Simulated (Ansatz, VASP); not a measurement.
# Two plane-wave programs on Pb

POSCAR

```
Pb
1.0
   -1.9796595650      1.9796595650      1.9796595650
    1.9796595650     -1.9796595650      1.9796595650
    1.9796595650      1.9796595650     -1.9796595650
Pb
1
Direct
    0.0000000000      0.0000000000      0.0000000000
```

INCAR.step1

```
PREC = Accurate
ENCUT = 400
EDIFF = 1E-5
ISMEAR = 0
SIGMA = 0.01
LREAL = False
LASPH = True
NELM = 120
ALGO = Normal
ISIF = 2
LWAVE = True
LCHARG = False
NBANDS = 13
GGA = PE
GGA_COMPAT = False
```

The input INCAR.step2:

```
PREC = Accurate
ENCUT = 400
EDIFF = 1E-6
ISMEAR = 0
SIGMA = 0.01
LREAL = False
LASPH = True
NELM = 120
ALGO = Normal
ISIF = 2
LWAVE = False
LCHARG = False
GGA = PS
LHFCALC = True
AEXX = 0.25
HFSCREEN = 0.207
PRECFOCK = Normal
NBANDS = 13
ISTART = 1
GGA_COMPAT = False
```

File KPOINTS:

```
regular mesh
0
Gamma
  7 7 7
```

Contents of input.yaml:

```yaml
crystal:
  lattice: { a: 3.95931913, b: 3.95931913, c: 3.95931913, alpha: 90.0, beta: 90.0, gamma: 90.0 }
  space_group: 229
  reduce_to_primitive: true
  atoms:
    - { symbol: Pb, wyckoff: "2a", position: [0.0, 0.0, 0.0] }
hamiltonian:
  xc:
    exchange: hjs_pbesol
    correlation: pbesol
    exx: { coeff: 0.25, omega: 0.207 }
  pseudopotentials: { kind: nc, accuracy: standard }
kpoints:
  mp_grid: { grid: [7, 7, 7] }
scf:
  occupations: { method: gaussian, width: 0.01 }
  n_extra_bands: 6
output:
  forces: true
  stress: true
  eigenvalues: true
  dos: { projected: false, de: 0.05 }
```

Alike in both runs: functional PBEsol-based screened hybrid; k mesh 7 × 7 × 7; occupations gaussian, width 0.01 eV; no spin polarisation.

|  | VASP | Ansatz |
| --- | --- | --- |
| version | VASP 6.6.1 | Ansatz 0.2.0 |
| potentials or method | VASP PAW PBE potentials, release 64 (Pb_d) | PseudoDojo standard (PBEsol files) |
| plane-wave cutoff (eV) | 400 | 850 |
| valence electrons in the cell | 14 | 14 |
| task | single point | density of states |

VASP gave:

- gap on the k mesh at the Fermi level (eV): none
- pressure (GPa): -2.8

**Question.** Which values does Ansatz return?

**Answer.** gap on the k mesh at the Fermi level (eV): none; pressure (GPa): -4.5.

VASP's potentials were made for PBE, not for PBEsol-based screened hybrid. A gap of «none» marks a metal or a gap that the smearing closes. The functional is the same, so the differences come from potentials, cutoffs and numerics.

Neither program's run includes spin-orbit coupling.
